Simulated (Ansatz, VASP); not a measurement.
# NaI: VASP beside Ansatz

Contents of INCAR:

```
SYSTEM = NaI
PREC     = Accurate       ! precision mode
ENCUT    = 500            ! plane-wave cutoff, eV
EDIFF    = 1E-6           ! SCF threshold, eV
ISMEAR   = 0              ! smearing method
SIGMA    = 0.01           ! smearing width, eV
LREAL    = .FALSE.        ! projectors in reciprocal space
LASPH    = .TRUE.         ! aspherical terms in the spheres
NELM     = 120            ! most SCF steps
ALGO     = Normal         ! electronic algorithm
ISIF     = 2              ! what is computed and relaxed
LWAVE    = .FALSE.        ! write WAVECAR
LCHARG   = .TRUE.         ! write CHGCAR
LELF     = .TRUE.         ! ELF
LVHAR    = .TRUE.       
NBANDS   = 14             ! bands
GGA_COMPAT= .FALSE.
```

File KPOINTS:

```
Automatic mesh
0
G
  6 6 6
  0 0 0
```

The input POSCAR:

```
NaI
1.0
    0.0000000000      3.2296282834      3.2296282834
    3.2296282834      0.0000000000      3.2296282834
    3.2296282834      3.2296282834      0.0000000000
Na I
1 1
Direct
    0.0000000000      0.0000000000      0.0000000000
    0.5000000000      0.5000000000      0.5000000000
```

Input for Ansatz:

```yaml
crystal:
  lattice:
    - [0.0, 3.2296282834, 3.2296282834]
    - [3.2296282834, 0.0, 3.2296282834]
    - [3.2296282834, 3.2296282834, 0.0]
  atoms:
    - { symbol: Na, position: [0.0, 0.0, 0.0] }
    - { symbol: I, position: [0.5, 0.5, 0.5] }
kpoints:
  mp_grid: { grid: [6, 6, 6] }
hamiltonian:
  xc: lda
scf:
  occupations: { method: fixed }
  n_extra_bands: 4
output:
  forces: true
  stress: true
  eigenvalues: true
```

Alike in both runs: task single point; functional LDA; k mesh 6 × 6 × 6; no spin polarisation.

|  | VASP | Ansatz |
| --- | --- | --- |
| version | VASP 6.6.1 | Ansatz 0.2.0 |
| potentials or method | VASP PAW LDA potentials, release 64 (Na_pv, I) | plane waves |
| plane-wave cutoff (eV) | 500 | 420 |
| occupations | gaussian, width 0.01 eV | fixed |
| valence electrons in the cell | 14 | 26 |

```tsv
	VASP	Ansatz	Ansatz less VASP
gap on the k mesh at the Fermi level (eV)	3.36	3.35	-0.013
pressure (GPa)	-1.5	-1.6	-0.02
```

LDA's correlation is that of Perdew and Zunger in VASP and of Perdew and Wang (1992) in Ansatz. VASP's potentials hold 14 valence electrons a cell and Ansatz's 26, so a difference there can come from the potentials and not from the codes.

Neither program's run includes spin-orbit coupling.
